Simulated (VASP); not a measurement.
Runs of VASP 6.6.1 on Pt. The structure is that of space group Cmcm (No. 63), or close to it. The cells are those of the table. 

```csv
cell,further INCAR settings,gap on the mesh (eV),pressure (GPa),largest force (eV/Å)
"a = 2.968, b = 2.814, c = 4.792 Å, angles 90.0, 90.0, 121.8°, 2 atoms",ALGO = Fast; EDIFF = 1e-06; NBANDS = 17,none,(a),0.03
"a = 2.450, b = 2.686, c = 4.792 Å, angles 90.0, 90.0, 117.1°, 2 atoms",ALGO = Fast; EDIFF = 1e-07; NBANDS = 17,none,35.6,0.01
"a = 2.347, b = 2.663, c = 4.792 Å, angles 90.0, 90.0, 116.1°, 2 atoms",ALGO = Fast; EDIFF = 1e-06; NBANDS = 17,none,65.8,0.04
"a = 2.554, b = 2.710, c = 4.792 Å, angles 90.0, 90.0, 118.1°, 2 atoms",ALGO = Fast; EDIFF = 1e-06; NBANDS = 17,none,14.3,0.01
```

Alike in all rows: task single point; level PBEsol; potentials or basis VASP PAW PBE potentials, release 64 (Pt); no spin polarisation; k mesh 18 × 18 × 10; cutoff (eV) 520; smearing gaussian 0.15 eV.

Q: Estimate the missing entries.

A: (a) -23.7.

Caveats: the PAW data sets were made with another functional, which shifts forces and pressure a little; spin-orbit coupling is left out, which moves the levels of the heavy elements; the cell stands under pressure (at least some runs); the cell stands under tension (at least some runs).

A k mesh can miss the band edges, and the runs leave out spin-orbit coupling on Pt.

A gap of «none» marks levels without a gap at the run's occupations.
